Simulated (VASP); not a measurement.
Wanted: the native input for a VASP 6.6.1 run.

```
Task                   : single point
Functional             : PBE
Potentials or basis    : VASP PAW PBE potentials, release 64 (Be, S)
Cutoff                 : 600 eV
k mesh                 : 8 × 8 × 8
Occupations            : gaussian, width 0.1 eV
Spin                   : no spin polarisation
Dipole correction      : no
Further INCAR settings : ALGO = Normal; EDIFF = 1e-06; NBANDS = 30
```

The structure of BeS3 lies in POSCAR:

```
BeS3
1.0
    4.9013687060      0.0000000000      0.0000000000
    0.0000000000      4.9013687060      0.0000000000
    0.0000000000      0.0000000000      4.9013687060
Be S
2 6
Direct
    0.0000000000      0.0000000000      0.0000000000
    0.5000000000      0.5000000000      0.5000000000
    0.0000000000      0.5000000000      0.2500000000
    0.0000000000      0.5000000000      0.7500000000
    0.2500000000      0.0000000000      0.5000000000
    0.7500000000      0.0000000000      0.5000000000
    0.5000000000      0.7500000000      0.0000000000
    0.5000000000      0.2500000000      0.0000000000
```

The input as run:

INCAR

```
PREC = Accurate ; ENCUT = 600
EDIFF = 1E-6 ; ISMEAR = 0
SIGMA = 0.1 ; LREAL = F
LASPH = T ; NELM = 120
ALGO = Normal ; ISIF = 2
LWAVE = F ; LCHARG = F
GGA = PE ; NBANDS = 30
GGA_COMPAT = F
```

KPOINTS

```
regular mesh
0
Gamma
  8 8 8
```

Potentials or basis: VASP PAW PBE potentials, release 64 (Be, S).

The run is started by

```bash
$ cat potpaw_PBE.64/Be/POTCAR potpaw_PBE.64/S/POTCAR > POTCAR
$ mpirun -np 1 vasp_std > vasp.out
```

It gave:

| Item | Value |
| --- | --- |
| Pressure | -0.1 GPa |
| Band gap on the k mesh | zero (bands 20 and 21 overlap by 0.99 eV) |

Run time: 3.2 min on 1 thread of Intel Xeon 8259CL (shared host), peak memory 0.29 GiB.
